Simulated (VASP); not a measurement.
# As (P6_3/mmc) in VASP: a series of runs

As is run at these levels: PBE; tasks: single point, relaxation of cell and atoms.

Program: VASP 6.6.1. These are calculated values, not measurements. Logs are shortened: lines on timing, memory, paths and dates and some standing lists are left out, and cuts for length are marked.

## (1) The cell of the first run

It takes space group P6_3/mmc (No. 194, hexagonal). Conventional cell: a = 2.564 Å, b = 2.564 Å, c = 4.071 Å, α = 90.00°, β = 90.00°, γ = 120.00°. As (site symmetry -6m2) has 12 As at 2.52 to 2.56 Å within 3.3 Å.

## (2) Single point, PBE

INCAR reads:

```
SYSTEM = As
ALGO = Normal
EDIFF = 1E-6
ENCUT = 520
GGA = PE
ISIF = 2
ISMEAR = -1
LASPH = .True.
LCHARG = .False.
LREAL = .False.
LWAVE = .False.
NBANDS = 12
NELM = 80
PREC = Accurate
SIGMA = 0.05
```

KPOINTS reads:

```
k-points
0
Gamma
  17 17 9
  0 0 0
```

POSCAR reads:

```
As
1.0
    2.5643915085      0.0000000000      0.0000000000
   -1.2821957543      2.2208281916      0.0000000000
    0.0000000000      0.0000000000      4.0706201285
As
2
Direct
    0.3333333333      0.6666666667      0.2500000000
    0.6666666667      0.3333333333      0.7500000000
```

Potentials or basis: VASP PAW PBE potentials, release 64 (As).

The run is started by

```
$ cat potpaw_PBE.64/As/POTCAR > POTCAR
$ mpirun -np 1 vasp_std > vasp.out
```

OUTCAR:

```text
SYSTEM = As
   EDIFF = 1E-6
   ENCUT = 520
   GGA = PE
   ISIF = 2
   ISMEAR = -1
   LASPH = .True.
   LREAL = .False.
   NELM = 80
   PREC = Accurate

 ion  position               nearest neighbor table
   1  0.333  0.667  0.250-   2 2.52   2 2.52   2 2.52   2 2.52   2 2.52   2 2.52
   2  0.667  0.333  0.750-   1 2.52   1 2.52   1 2.52   1 2.52   1 2.52   1 2.52

  LATTYP: Found a hexagonal cell.
 ALAT       =     2.5643915085
 C/A-ratio  =     1.5873629729

  Lattice vectors:

 A1 = (   2.5643915085,   0.0000000000,   0.0000000000)
 A2 = (  -1.2821957543,   2.2208281916,   0.0000000000)
 A3 = (   0.0000000000,   0.0000000000,   4.0706201285)

Analysis of symmetry for initial positions (statically):
=====================================================================
 Subroutine PRICEL returns:
 Original cell was already a primitive cell.

 Routine SETGRP: Setting up the symmetry group for a
 hexagonal supercell.

 Subroutine GETGRP returns: Found 24 space group operations
 (whereof 12 operations were pure point group operations)
 out of a pool of 24 trial point group operations.

The static configuration has the point symmetry D_3d.
 The point group associated with its full space group is D_6h.

Analysis of symmetry for dynamics (positions and initial velocities):
=====================================================================
 Subroutine PRICEL returns:
 Original cell was already a primitive cell.

 Routine SETGRP: Setting up the symmetry group for a
 hexagonal supercell.

 Subroutine GETGRP returns: Found 24 space group operations
 (whereof 12 operations were pure point group operations)
 out of a pool of 24 trial point group operations.

The dynamic configuration has the point symmetry D_3d.
 The point group associated with its full space group is D_6h.

 Subroutine INISYM returns: Found 24 space group operations
 (whereof 12 operations are pure point group operations),
 and found     1 'primitive' translations

----------------------------------------------------------------------------------------

                                     Primitive cell

  volume of cell :      23.1825

  direct lattice vectors                    reciprocal lattice vectors
     2.564391508  0.000000000  0.000000000     0.389956057  0.225141234  0.000000000
    -1.282195754  2.220828192  0.000000000     0.000000000  0.450282468  0.000000000
     0.000000000  0.000000000  4.070620128     0.000000000  0.000000000  0.245662815

  length of vectors
     2.564391508  2.564391509  4.070620128     0.450282468  0.450282468  0.245662815

  position of ions in fractional coordinates (direct lattice)
     0.333333333  0.666666667  0.250000000
     0.666666667  0.333333333  0.750000000

  ion indices of the primitive-cell ions
   primitive index   ion index
                 1           1
                 2           2

----------------------------------------------------------------------------------------

 KPOINTS: k-points

Automatic generation of k-mesh.
 Grid dimensions read from file:
 generate k-points for:   17   17    9

 Generating k-lattice:

  Cartesian coordinates                     Fractional coordinates (reciprocal lattice)
     0.022938592  0.013243602  0.000000000     0.058823529  0.000000000  0.000000000
     0.000000000  0.026487204  0.000000000     0.000000000  0.058823529  0.000000000
     0.000000000  0.000000000  0.027295868     0.000000000  0.000000000  0.111111111

  Length of vectors
     0.026487204  0.026487204  0.027295868

  Shift w.r.t. Gamma in fractional coordinates (k-lattice)
     0.000000000  0.000000000  0.000000000

 Subroutine IBZKPT returns following result:
 ===========================================

 Found    165 irreducible k-points:

 Following reciprocal coordinates:
            Coordinates               Weight
  0.000000  0.000000  0.000000      1.000000
  0.058824 -0.000000  0.000000      6.000000
  0.117647 -0.000000  0.000000      6.000000
  0.176471  0.000000  0.000000      6.000000
  0.235294 -0.000000  0.000000      6.000000
  0.294118  0.000000  0.000000      6.000000
[... 16 lines left out ...]
  0.411765  0.117647  0.000000     12.000000
  0.176471  0.176471  0.000000      6.000000
 [... further k-points ...]
   k-points           NKPTS =    165   k-points in BZ     NKDIM =    165   number of bands    NBANDS=     12
   number of dos      NEDOS =    301   number of ions     NIONS =      2
   total plane-waves  NPLWV =  12000
   dimension x,y,z NGX =    20 NGY =   20 NGZ =   30
   dimension x,y,z NGXF=    40 NGYF=   40 NGZF=   60
   ions per type =               2
   NGX,Y,Z   is equivalent  to a cutoff of  12.97, 12.97, 12.25 a.u.
   NGXF,Y,Z  is equivalent  to a cutoff of  25.93, 25.93, 24.50 a.u.
 SYSTEM =  As
   PREC   = accura    normal or accurate (medium, high low for compatibility)
   ISTART =      0    job   : 0-new  1-cont  2-samecut
   ICHARG =      2    charge: 1-file 2-atom 10-const
   ISPIN  =      1    spin polarized calculation?
   LNONCOLLINEAR =      F non collinear calculations
   LSORBIT =      F    spin-orbit coupling
   LASPH  =      T    aspherical Exc in radial PAW
   ENCUT  =  520.0 eV  38.22 Ry    6.18 a.u.   4.77  4.77  7.57*2*pi/ulx,y,z
   NELM   =     80;   NELMIN=  2; NELMDL= -5     # of ELM steps
   EDIFF  = 0.1E-05   stopping-criterion for ELM
   LREAL  =      F    real-space projection
   EDIFFG = 0.1E-04   stopping-criterion for IOM
   NSW    =      0    number of steps for IOM
   IBRION =     -1    ionic relax: 0-MD 1-quasi-New 2-CG
   NFREE  =      0    steps in history (QN), initial steepest desc. (CG)
   ISIF   =      2    stress and relaxation
   ISYM   =      2    0-nonsym 1-usesym 2-fastsym
   POTIM  = 0.5000    time-step for ionic-motion
   TEBEG  =    0.0;   TEEND  =   0.0 temperature during run
   PSTRESS=    0.0 pullay stress
   NELECT =      10.0000    total number of electrons
   NUPDOWN=      -1.0000    fix difference up-down
   EMIN   =  10.00;   EMAX   =-10.00  energy-range for DOS
   EFERMI =   0.00;   METHOD = LEGACY
   ISMEAR =    -1;   SIGMA  =   0.05  broadening in eV -4-tet -1-fermi 0-gaus
   EFERMI_NEDOS =   21; number of points for ismear=-14 and -15
   IALGO  =     38    algorithm
   IMIX   =      4    mixing-type and parameters
     AMIX     =   0.40;   BMIX     =  1.00
     AMIX_MAG =   1.60;   BMIX_MAG =  1.00
  volume/ion in A,a.u.               =      11.59        78.22
  Fermi-wavevector in a.u.,A,eV,Ry     =   1.236958  2.337511 20.817792  1.530065
  Thomas-Fermi vector in A             =   2.371545
   LORBIT       =      0    0 simple, 1 ext, 2 COOP (PROOUT), +10 PAW based schemes
   GGA     = PE    functional components
[... 5 lines left out ...]
 non-spin polarized calculation
  energy-cutoff  :      520.00
  volume of cell :       23.18
 maximum number of plane-waves:       640
 NGX is ok and might be reduce to    20
   NGX =  9   NGY =  9   NGZ = 15

 number of electron      10.0000001 magnetization

 Free energy of the ion-electron system (eV)
  ---------------------------------------------------
  ext. energy  EPLUGINS =         0.00000000
  ---------------------------------------------------
  free energy    TOTEN  =        -4.60271050 eV

  energy without entropy =       -4.59644368  energy(sigma->0) =       -4.59957709

 E-fermi :  13.5903     XC(G=0): -13.0909

 val. band max:       13.5854286720   @ k =   0.1176   0.1176   0.2222
 cond. band min:      13.6054384612   @ k =   0.2353   0.2353   0.2222
 fundamental gap:      0.0200097892
 Fermi energy:        13.5903308311

 k-point     1 :       0.0000    0.0000    0.0000
  band No.  band energies     occupation
      1      -7.3691      2.00000
      2       1.4057      2.00000
      3       2.4291      2.00000
      4      20.1696      0.00000
      5      20.1696      0.00000
      6      22.9680      0.00000
      7      22.9680      0.00000
      8      25.5320      0.00000
      9      26.1055      0.00000
     10      26.7093      0.00000
     11      29.0908      0.00000
     12      29.0908      0.00000

 k-point     2 :       0.0588   -0.0000    0.0000
  band No.  band energies     occupation
      1      -7.2624      2.00000
      2       1.5065      2.00000
      3       2.5400      2.00000
      4      18.7804      0.00000
      5      19.5224      0.00000
      6      22.5256      0.00000
      7      23.5178      0.00000
      8      25.2844      0.00000
      9      26.5367      0.00000
     10      27.0473      0.00000
     11      28.6408      0.00000
     12      28.8000      0.00000

 k-point     3 :       0.1176   -0.0000    0.0000
  band No.  band energies     occupation
      1      -6.9424      2.00000
      2       1.8092      2.00000
      3       2.8717      2.00000
      4      16.1804      0.00000
      5      18.3504      0.00000
      6      21.4511      0.00000
      7      24.0777      0.00000
      8      24.2805      0.00000
      9      24.6785      0.00000
     10      28.3200      0.00000
     11      28.5581      0.00000
     12      28.6566      0.00000
[... 286 lines left out ...]
 k-point    23 :       0.4118    0.1176    0.0000
  band No.  band energies     occupation
      1      -0.3640      2.00000
      2       1.8375      2.00000
      3       8.2845      2.00000
      4       9.0290      2.00000
      5       9.9084      2.00000
      6      11.0361      2.00000
      7      12.3508      2.00000
      8      18.5185      0.00000
      9      21.4003      0.00000
     10      22.3060      0.00000
     11      30.5599      0.00000
     12      30.8998      0.00000

 k-point    24 :       0.1765    0.1765    0.0000
  band No.  band energies     occupation
      1      -4.4877      2.00000
      2       4.1236      2.00000
      3       5.3595      2.00000
      4       9.4552      2.00000
      5      10.8223      2.00000
      6      17.8642      0.00000
      7      18.3773      0.00000
      8      18.4447      0.00000
      9      22.0659      0.00000
     10      25.9221      0.00000
     11      27.0473      0.00000
     12      30.5361      0.00000

 [... further k-points ...]
[... 5 lines left out ...]
  --------------------------------------------------------------------------------------
  -------------------------------------------------------------------------------------
  Total       17.7801750     17.7801750     17.8277707     -0.0000000      0.0000000      0.0000000
  in kB     1228.8156860   1228.8156860   1232.1050946     -0.0000000      0.0000000      0.0000000
  external PRESSURE =    1229.9121555 kB  Pullay stress =       0.0000000 kB

 VOLUME and BASIS-vectors are now :
 -----------------------------------------------------------------------------
  energy-cutoff  :      520.00
  volume of cell :       23.18
      direct lattice vectors                 reciprocal lattice vectors
     2.564391508  0.000000000  0.000000000     0.389956057  0.225141234  0.000000000
    -1.282195754  2.220828192  0.000000000     0.000000000  0.450282468  0.000000000
     0.000000000  0.000000000  4.070620128     0.000000000  0.000000000  0.245662815

 POSITION                                       TOTAL-FORCE (eV/Angst)
 -----------------------------------------------------------------------------------
     -0.00000      1.48055      1.01766         0.000000     -0.000000      0.000000
      1.28220      0.74028      3.05297        -0.000000      0.000000      0.000000
 -----------------------------------------------------------------------------------
    total drift:                                0.000000     -0.000000      0.000000

  FREE ENERGIE OF THE ION-ELECTRON SYSTEM (eV)
  ---------------------------------------------------
  free  energy   TOTEN  =        -4.6027104974 eV

  energy  without entropy=       -4.5964436783  energy(sigma->0) =       -4.59957709
```

Wall time 16 s (1 thread of Intel Xeon Platinum 8488C (Sapphire Rapids), shared host); peak memory 0.16 GiB.

What came out:

| Item | Value |
| --- | --- |
| Free energy | -4.6027 eV |
| Pressure | 123.0 GPa |
| Band gap on the k mesh | zero (band 5 reaches 21.62 eV, above the bottom of band 6 at 7.74 eV) |

Levels at points of the mesh, in eV from the Fermi level:
```
           k point  band 3  band 4  band 5  band 6  band 7  band 8
(0.00, 0.00, 0.00)  -11.16    6.58    6.58    9.38    9.38   11.94
```

## (3) Relaxation of cell and atoms, PBE, target pressure 120 GPa, at which the enthalpy is minimised

INCAR reads:

```
ALGO = Normal
EDIFF = 1E-6
EDIFFG = -0.005
ENCUT = 600
GGA = PE
IBRION = 2
ISIF = 3
ISMEAR = -1
LASPH = T
LCHARG = F
LREAL = F
LWAVE = F
NELM = 80
NSW = 32
PREC = Accurate
PSTRESS = 1200.0
SIGMA = 0.05
```

KPOINTS reads:

```
k-points
0
Gamma
  17 17 9
```

POSCAR reads:

```
As
1.0
    2.5641950220      0.0000000000      0.0000000000
   -1.2820975110      2.2206580293      0.0000000000
    0.0000000000      0.0000000000      4.0702959786
As
2
Direct
    0.3333333333      0.6666666667      0.2500000000
    0.6666666667      0.3333333333      0.7500000000
```

Potentials or basis: VASP PAW PBE potentials, release 64 (As).

The run is started by

```
$ cat potpaw_PBE.64/As/POTCAR > POTCAR
$ mpirun -np 1 vasp_std > vasp.out
```

Run time: 42 s. Hardware: 1 thread of Intel Xeon 6975P-C, shared host; peak memory 0.17 GiB.

Results (log left out):

* Free energy: -4.7073 eV
* Relaxed volume: 11.66 Å³/atom
* Relaxed cell: a = 2.569 Å, b = 2.569 Å, c = 4.079 Å, α = 90.00°, β = 90.00°, γ = 120.00°
* Space group after relaxing (to 0.05 Å): P6_3/mmc (No. 194)
* Energy change on relaxing (the enthalpy is what falls): -54.2 meV/atom
* Ionic steps: 3
* Pressure after relaxing: 120.0 GPa
* Band gap on the k mesh: zero (band 5 reaches 21.47 eV, above the bottom of band 6 at 7.67 eV)

Step by step:
```
step  energy change (eV)  largest force (eV/Å)  pressure (GPa)  volume (Å³)
   1              0.0000                0.0000          123.11        23.18
   2             -0.5470                0.0000          107.39        23.94
   3             -0.1085                0.0000          119.96        23.32
```

Final structure:
```xyz
2
Lattice="2.5693 0.0000 0.0000 -1.2846 2.2251 0.0000 0.0000 0.0000 4.0792" Properties=species:S:1:pos:R:3 pbc="T T T"
As    0.0000    1.4834    1.0198
As    1.2846    0.7417    3.0594
```

Levels at points of the mesh, in eV from the Fermi level:
```csv
k point,band 1,band 2,band 3,band 4,band 5,band 6,band 7,band 8,band 9
"(0.00, 0.00, 0.00)",-20.87,-12.16,-11.10,6.54,6.54,9.33,9.33,11.85,12.47
```

Caveat: the cell is relaxed towards a set pressure, so the enthalpy falls and the energy may rise.

## (4) Single point, PBE

INCAR reads:

```
SYSTEM = As
PREC = Accurate
ENCUT = 600
EDIFF = 1E-6
ISMEAR = -1
SIGMA = 0.05
LREAL = .False.
LASPH = .True.
NELM = 120
ALGO = Normal
ISIF = 2
LWAVE = .False.
LCHARG = .False.
GGA = PE
NBANDS = 22
GGA_COMPAT = .False.
```

KPOINTS reads:

```
regular mesh
0
Gamma
  17 17 9
  0 0 0
```

POSCAR reads:

```
As
1.0
    2.5641950219      0.0000000000      0.0000000000
   -1.2820975110      2.2206580293      0.0000000000
    0.0000000000      0.0000000000      4.0702959788
As
2
Direct
    0.3333333333      0.6666666667      0.2500000000
    0.6666666667      0.3333333333      0.7500000000
```

Potentials or basis: VASP PAW PBE potentials, release 64 (As_d).

The run is started by

```
$ cat potpaw_PBE.64/As_d/POTCAR > POTCAR
$ mpirun -np 1 vasp_std > vasp.out
```

Wall time 37 s (1 thread of Intel Xeon 6975P-C (Granite Rapids), shared host); peak memory 0.19 GiB.

It converged, with:

- Free energy: -4.6288 eV
- Pressure: 121.1 GPa
- Band gap on the k mesh: zero (band 15 reaches 18.50 eV, above the bottom of band 16 at 4.66 eV)

Levels at points of the mesh, in eV from the Fermi level:
```
           k point  band 11  band 12  band 13  band 14  band 15  band 16  band 17  band 18  band 19  band 20
(0.00, 0.00, 0.00)   -20.95   -12.15   -11.13     6.57     6.57     9.43     9.43    11.91    12.74    13.37
```

## (5) Overview

```csv
task,potentials or basis,cell,cutoff (eV),second run,gap on the mesh (eV),pressure (GPa)
single point,"VASP PAW PBE potentials, release 64 (As)","a = 2.564, b = 2.564, c = 4.071 Å, angles 90.0, 90.0, 120.0°, 2 atoms",520,-,none,123.0
relaxation of cell and atoms,"VASP PAW PBE potentials, release 64 (As)","relaxed to 120 GPa from a = 2.564, b = 2.564, c = 4.070 Å, angles 90.0, 90.0, 120.0°, 2 atoms",600,-,none,120.0
single point,"VASP PAW PBE potentials, release 64 (As_d)","a = 2.564, b = 2.564, c = 4.070 Å, angles 90.0, 90.0, 120.0°, 2 atoms",600,valence_matched,none,121.1
```

Alike in all rows: level PBE; no spin polarisation; k mesh 17 × 17 × 9; smearing fermi-dirac 0.05 eV.

Caveats: the cell is relaxed towards a set pressure, so the enthalpy falls and the energy may rise (some runs).

Absolute energies hang on the potentials; compare differences alone.
